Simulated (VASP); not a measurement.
Set up this calculation in VASP 6.6.1, as the native input.

```
Task                   : single point
Functional             : PBE
Potentials or basis    : VASP PAW PBE potentials, release 64 (Ag, Cl)
Cutoff                 : 520 eV
k mesh                 : 8 × 8 × 8
Occupations            : gaussian, width 0.05 eV
Spin                   : no spin polarisation
Dipole correction      : no
Further INCAR settings : ALGO = Normal; EDIFF = 1e-06; NBANDS = 26
```

The structure of AgCl lies in POSCAR:

```
AgCl
1.0
    3.7418194060      0.0000000000      0.0000000000
    0.0000000000      0.0000000000     -3.9240373500
   -1.8709097030      5.5565952358      0.0000000000
Ag Cl
2 2
Direct
    0.6034446000      0.2500000000      0.2068892000
    0.3965554000      0.7500000000      0.7931108000
    0.1345512700      0.7500000000      0.2691025400
    0.8654487300      0.2500000000      0.7308974600
```

The input as run:

INCAR

```
ALGO = Normal
EDIFF = 1E-6
ENCUT = 520
GGA = PE
ISIF = 2
ISMEAR = 0
LASPH = True
LCHARG = False
LREAL = False
LWAVE = False
NBANDS = 26
NELM = 100
PREC = Accurate
SIGMA = 0.05
```

KPOINTS

```
k-points
0
Gamma
  8 8 8
```

Potentials or basis: VASP PAW PBE potentials, release 64 (Ag, Cl).

The run is started by

```console
$ cat potpaw_PBE.64/Ag/POTCAR potpaw_PBE.64/Cl/POTCAR > POTCAR
$ mpirun -np 1 vasp_std > vasp.out
```

Results of the run:

```json
{"Pressure": "1.6 GPa", "Largest force": "0.014 eV/Å", "Band gap on the k mesh": "0.46 eV (least direct gap 1.96 eV)"}
```

Caveat: semilocal functionals underestimate gaps, and a narrow one can read as zero.

It took 4.1 min on 1 thread of Intel Xeon 8259CL, with other jobs on the host, peak memory 0.32 GiB.
